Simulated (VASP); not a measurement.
Crystal: AgI.

```xyz
4
Lattice="4.6859 0.0000 0.0000 -2.3429 4.0581 0.0000 0.0000 0.0000 7.6644" Properties=species:S:1:pos:R:3 pbc="T T T"
Ag    2.3429    1.3527    4.8106
Ag    0.0000    2.7054    0.9784
I     2.3429    1.3527    0.0180
I     0.0000    2.7054    3.8502
```

- Program: VASP 6.6.1
- Task: relaxation of cell and atoms
- Functional: LDA
- Potentials or basis: VASP PAW LDA potentials, release 64 (Ag, I)
- Cutoff: 500 eV
- k mesh: 6 × 6 × 4
- Occupations: fermi-dirac, width 0.02 eV
- Spin: no spin polarisation

At the start: pressure -3.8 GPa; volume 36.44 Å³/atom.

Where does the relaxation end?

Over 3 steps the energy falls by 60.7 meV/atom and the volume is 31.97 Å³/atom (-12.3 %); space group P6_3mc (No. 186, to 0.1 Å) before and after.

The path:
| step | energy change (eV) | largest force (eV/Å) | pressure (GPa) | volume (Å³) |
| --- | --- | --- | --- | --- |
| 1 | 0.0000 | 0.0079 | -3.79 | 145.74 |
| 2 | -0.2427 | 0.0008 | -0.14 | 128.31 |
| 3 | -0.2428 | 0.0006 | 0.01 | 127.88 |

Final structure:
```yaml
crystal:
  lattice:
    - [4.48679, 0.00000, 0.00000]
    - [-2.24339, 3.88567, 0.00000]
    - [0.00000, 0.00000, 7.33528]
  atoms:
    - { symbol: Ag, position: [0.66667, 0.33333, 0.62761] }
    - { symbol: Ag, position: [0.33333, 0.66667, 0.12761] }
    - { symbol: I, position: [0.66667, 0.33333, 0.00239] }
    - { symbol: I, position: [0.33333, 0.66667, 0.50239] }
```
